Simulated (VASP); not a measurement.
# As (P-1) in VASP: further runs, part 2 of 2

VASP 6.6.1. The steps go on from the part before.

## (3) Single point, HF

Contents of POSCAR:

```
As
1.0
    2.9794804000     -0.1006165900      0.3237709600
   -0.1006165900      2.5830128800      0.2618843200
    0.3237709600      0.2618843200      2.5485519600
As
1
Direct
    0.5000000000      0.5000000000      0.5000000000
```

Contents of INCAR.step1:

```
PREC     = Accurate       # precision mode
ENCUT    = 520            # plane-wave cutoff, eV
EDIFF    = 1E-5           # SCF threshold, eV
ISMEAR   = -1             # smearing method
SIGMA    = 0.05           # smearing width, eV
LREAL    = F              # projectors in reciprocal space
LASPH    = T              # aspherical terms in the spheres
NELM     = 60             # most SCF steps
ALGO     = Normal         # electronic algorithm
ISIF     = 2              # what is computed and relaxed
LWAVE    = T              # write WAVECAR
NBANDS   = 8              # bands
GGA      = PE             # functional
```

Contents of INCAR.step2:

```
PREC     = Accurate       # precision mode
ENCUT    = 520            # plane-wave cutoff, eV
EDIFF    = 1E-7           # SCF threshold, eV
ISMEAR   = -1             # smearing method
SIGMA    = 0.05           # smearing width, eV
LREAL    = F              # projectors in reciprocal space
LASPH    = T              # aspherical terms in the spheres
NELM     = 60             # most SCF steps
ALGO     = Normal         # electronic algorithm
ISIF     = 2              # what is computed and relaxed
LWAVE    = F              # write WAVECAR
LCHARG   = T              # write CHGCAR
GGA      = PE             # functional
LHFCALC  = T              # exact exchange
AEXX     = 1.0            # exact-exchange fraction
ALDAC    = 0.0          
AGGAC    = 0.0          
PRECFOCK = Normal       
LELF     = T              # ELF
LVHAR    = T            
NBANDS   = 8              # bands
ISTART   = 1
```

Contents of KPOINTS:

```
regular mesh
0
Gamma
  5 5 6
```

Potentials or basis: VASP PAW PBE potentials, release 64 (As).

The run is started by

```
cat potpaw_PBE.64/As/POTCAR > POTCAR
cp INCAR.step1 INCAR
mpirun -np 1 vasp_std > vasp.out
cp INCAR.step2 INCAR
mpirun -np 1 vasp_std > vasp.out
```

OUTCAR:

```text
PREC = Accurate
   ENCUT = 520
   EDIFF = 1E-7
   ISMEAR = -1
   LREAL = F
   LASPH = T
   NELM = 60
   ISIF = 2
   GGA = PE
   LHFCALC = T
   AEXX = 1.0
   PRECFOCK = Normal
   ISTART = 1

 ion  position               nearest neighbor table
   1  0.500  0.500  0.500-

  LATTYP: Found a triclinic cell.
 ALAT       =     5.6561247992
 B/A-ratio  =     0.6800035884
 C/A-ratio  =     0.9385301920
 COS(alpha) =     0.0061830983
 COS(beta)  =     0.5422128882
[... 448 lines left out ...]
 k-point    24 :       0.0000    0.4000    0.1667
  band No.  band energies     occupation
      1     -12.0155      2.00000
      2      -1.2356      2.00000
      3      14.8135      0.00000
      4      15.8647      0.00000
      5      22.3196      0.00000
      6      22.7825      0.00000
      7      24.9725      0.00000
      8      29.8764      0.00000

 [... further k-points ...]
[... 5 lines left out ...]
  --------------------------------------------------------------------------------------
  -------------------------------------------------------------------------------------
  Total       -0.5548061      1.0526083      1.3464712     -0.2098888     -1.5826268     -0.4603453
  in kB      -46.5494533     88.3161599    112.9719025    -17.6101353   -132.7858797    -38.6239897
  external PRESSURE =      51.5795364 kB  Pullay stress =       0.0000000 kB

 VOLUME and BASIS-vectors are now :
 -----------------------------------------------------------------------------
  energy-cutoff  :      520.00
  volume of cell :       19.10
      direct lattice vectors                 reciprocal lattice vectors
     2.979480400 -0.100616590  0.323770960     0.341141460  0.017868729 -0.045175158
    -0.100616590  2.583012880  0.261884320     0.017868729  0.392156622 -0.042567327
     0.323770960  0.261884320  2.548551960    -0.045175158 -0.042567327  0.402492920

 POSITION                                       TOTAL-FORCE (eV/Angst)
 -----------------------------------------------------------------------------------
      1.60132      1.37214      1.56710        -0.000000     -0.000000      0.000000
 -----------------------------------------------------------------------------------
    total drift:                               -0.000000     -0.000000     -0.000000

  FREE ENERGIE OF THE ION-ELECTRON SYSTEM (eV)
  ---------------------------------------------------
  free  energy   TOTEN  =        -8.6053935726 eV

  energy  without entropy=       -8.6053935726  energy(sigma->0) =       -8.60539357
```

OUTCAR.step1:

```text
PREC = Accurate
   ENCUT = 520
   EDIFF = 1E-5
   ISMEAR = -1
   LREAL = F
[... 485 lines left out ...]

 POSITION                                       TOTAL-FORCE (eV/Angst)
 -----------------------------------------------------------------------------------
      1.60132      1.37214      1.56710         0.000000     -0.000000      0.000000
 -----------------------------------------------------------------------------------
    total drift:                               -0.000000     -0.000000     -0.000000

  FREE ENERGIE OF THE ION-ELECTRON SYSTEM (eV)
  ---------------------------------------------------
  free  energy   TOTEN  =        -4.2879425524 eV

  energy  without entropy=       -4.2849655244  energy(sigma->0) =       -4.28645404
```

OSZICAR.step1:

```text
N       E                     dE             d eps       ncg     rms          rms(c)
DAV:   1     0.732067925934E+01    0.73207E+01   -0.21433E+03  1248   0.464E+02
DAV:   2    -0.416801432878E+01   -0.11489E+02   -0.11365E+02  1632   0.576E+01
DAV:   3    -0.428802276595E+01   -0.12001E+00   -0.11998E+00  1360   0.827E+00
DAV:   4    -0.428814186761E+01   -0.11910E-03   -0.11910E-03  2032   0.291E-01
DAV:   5    -0.428814189904E+01   -0.31428E-07   -0.31576E-07  1376   0.247E-03    0.227E+00
DAV:   6    -0.428779495583E+01    0.34694E-03   -0.10897E-03  1664   0.207E-01    0.134E+00
DAV:   7    -0.428791459962E+01   -0.11964E-03   -0.25037E-03  1472   0.317E-01    0.536E-02
DAV:   8    -0.428794171364E+01   -0.27114E-04   -0.77417E-05  1640   0.645E-02    0.498E-03
DAV:   9    -0.428794255242E+01   -0.83878E-06   -0.87096E-07   824   0.763E-03
   1 F= -.42879426E+01 E0= -.42864540E+01  d E =-.297703E-02
```

Wall time 6.7 min (1 thread of Intel Xeon 6975P-C (Granite Rapids), shared host); peak memory 0.13 GiB.

What came out:

```
Free energy            : -8.6054 eV
Pressure               : 5.2 GPa
Band gap on the k mesh : zero (an odd number of electrons rules out a gap without spin polarisation)
```

Caveat: the k points lie up to 0.50 Å⁻¹ apart, too coarse for converged energies and pressures of a metal; the PAW data sets were made with another functional, which shifts forces and pressure a little.

## (4) Single point, r2SCAN-based global hybrid with 35 % exact exchange

POSCAR is that of step 3.

Contents of INCAR.step1:

```
PREC     = Accurate       # precision mode
ENCUT    = 520            # plane-wave cutoff, eV
EDIFF    = 1E-5           # SCF threshold, eV
ISMEAR   = -1             # smearing method
SIGMA    = 0.05           # smearing width, eV
LREAL    = False          # projectors in reciprocal space
LASPH    = True           # aspherical terms in the spheres
NELM     = 100            # most SCF steps
ALGO     = Normal         # electronic algorithm
ISIF     = 2              # what is computed and relaxed
LWAVE    = True           # write WAVECAR
LCHARG   = False          # write CHGCAR
NBANDS   = 8              # bands
GGA      = PE             # functional
```

Contents of INCAR.step2:

```
PREC     = Accurate       # precision mode
ENCUT    = 520            # plane-wave cutoff, eV
EDIFF    = 1E-6           # SCF threshold, eV
ISMEAR   = -1             # smearing method
SIGMA    = 0.05           # smearing width, eV
LREAL    = False          # projectors in reciprocal space
LASPH    = True           # aspherical terms in the spheres
NELM     = 100            # most SCF steps
ALGO     = Normal         # electronic algorithm
ISIF     = 2              # what is computed and relaxed
LWAVE    = False          # write WAVECAR
LCHARG   = False          # write CHGCAR
METAGGA  = R2SCAN         # meta-GGA
LHFCALC  = True           # exact exchange
AEXX     = 0.35           # exact-exchange fraction
LMIXTAU  = True         
PRECFOCK = Normal       
NBANDS   = 8              # bands
ISTART   = 1
```

Contents of KPOINTS:

```
regular mesh
0
Gamma
  5 6 6
```

The run is started by

```
cat potpaw_PBE.64/As/POTCAR > POTCAR
cp INCAR.step1 INCAR
mpirun -np 1 vasp_std > vasp.out
cp INCAR.step2 INCAR
mpirun -np 1 vasp_std > vasp.out
```

Run time: 18 min. Hardware: 1 thread of AMD EPYC 7R43 (Zen 3), shared host; peak memory 0.11 GiB.

Results (log left out):

```
Free energy            : -13.0644 eV
Pressure               : 0.9 GPa
Band gap on the k mesh : zero (an odd number of electrons rules out a gap without spin polarisation)
```

Stress tensor (GPa, compression positive):
```
-10.05   0.76  -4.63
  0.76   3.38  -8.47
 -4.63  -8.47   9.24
```

Levels at points of the mesh, in eV from the Fermi level:
| k point | band 1 | band 2 | band 3 | band 4 | band 5 | band 6 |
| --- | --- | --- | --- | --- | --- | --- |
| (0.00, 0.00, 0.00) | -18.88 | 2.34 | 7.62 | 8.14 | 9.31 | 12.32 |
| (0.00, 0.50, 0.00) | -13.98 | -9.34 | 5.51 | 9.90 | 11.50 | 14.45 |
| (0.00, 0.00, 0.50) | -13.51 | -9.24 | 3.86 | 9.08 | 9.13 | 13.95 |
| (0.00, 0.50, 0.50) | -9.28 | -7.34 | -3.01 | 5.11 | 7.45 | 14.02 |

Caveat: the k points lie up to 0.43 Å⁻¹ apart, too coarse for converged energies and pressures of a metal; the PAW data sets were made with another functional, which shifts forces and pressure a little.

## (5) Single point, r2SCAN-based global hybrid with 50 % exact exchange

POSCAR is that of step 4.

Contents of INCAR.step1:

```
  PREC = Accurate
  ENCUT = 520
  EDIFF = 1E-5
  ISMEAR = -1
  SIGMA = 0.05
  LREAL = F
  LASPH = T
  NELM = 100
  ALGO = Normal
  ISIF = 2
  LWAVE = T
  LCHARG = F
  GGA = PE
  NBANDS = 8
```

Contents of INCAR.step2:

```
  PREC = Accurate
  ENCUT = 520
  EDIFF = 1E-7
  ISMEAR = -1
  SIGMA = 0.05
  LREAL = F
  LASPH = T
  NELM = 100
  ALGO = Normal
  ISIF = 2
  LWAVE = F
  LCHARG = F
  METAGGA = R2SCAN
  LHFCALC = T
  AEXX = 0.5
  LMIXTAU = T
  PRECFOCK = Normal
  ISTART = 1
  NBANDS = 8
```

Contents of KPOINTS:

```
Automatic mesh
0
Gamma
  5 6 6
```

The run is started by

```
cat potpaw_PBE.64/As/POTCAR > POTCAR
cp INCAR.step1 INCAR
mpirun -np 1 vasp_std > vasp.out
cp INCAR.step2 INCAR
mpirun -np 1 vasp_std > vasp.out
```

It took 18 min on 1 thread of AMD EPYC 7R43 (Zen 3), shared host; peak memory 0.11 GiB.

The run converged. Its results:

```yaml
Free_energy: -12.5613 eV
Pressure: -1.2 GPa
Band_gap_on_the_k_mesh: zero (an odd number of electrons rules out a gap without spin polarisation)
```

Stress tensor (GPa, compression positive):
```
-11.76   0.83  -4.93
  0.83   1.16  -8.79
 -4.93  -8.79   7.11
```

Levels at points of the mesh, in eV from the Fermi level:
| k point | band 1 | band 2 | band 3 | band 4 | band 5 | band 6 | band 7 | band 8 |
| --- | --- | --- | --- | --- | --- | --- | --- | --- |
| (0.00, 0.00, 0.00) | -20.08 | 2.71 | 8.26 | 8.55 | 9.98 | 12.91 | 16.17 | 23.14 |
| (0.00, 0.50, 0.00) | -14.94 | -10.10 | 6.09 | 10.59 | 12.05 | 15.08 | 16.44 | 17.52 |
| (0.00, 0.00, 0.50) | -14.45 | -10.00 | 4.32 | 9.59 | 9.76 | 14.56 | 18.76 | 19.96 |
| (0.00, 0.50, 0.50) | -10.00 | -7.98 | -3.47 | 5.45 | 8.11 | 14.63 | 16.09 | 17.42 |

Caveat: the k points lie up to 0.43 Å⁻¹ apart, too coarse for converged energies and pressures of a metal; the PAW data sets were made with another functional, which shifts forces and pressure a little.

## (6) Summary

```csv
level,spin,k mesh,share of exact exchange,gap on the mesh (eV),pressure (GPa)
PBE0,"non-collinear, zero start, SOC",4 × 4 × 5,0.25,-,2.6
HF,off,5 × 5 × 6,1,none,5.2
r2SCAN-based global hybrid with 35 % exact exchange,off,5 × 6 × 6,0.35,none,0.9
r2SCAN-based global hybrid with 50 % exact exchange,off,5 × 6 × 6,0.5,none,-1.2
```

Alike in all rows: task single point; potentials or basis VASP PAW PBE potentials, release 64 (As); cell as given; cutoff (eV) 520; smearing fermi-dirac 0.05 eV.

Caveats: all runs use coarse meshes; the PAW data sets were made with another functional, which shifts forces and pressure a little.

Total energies depend on the potentials used, so only differences within one code and one set of settings carry meaning.
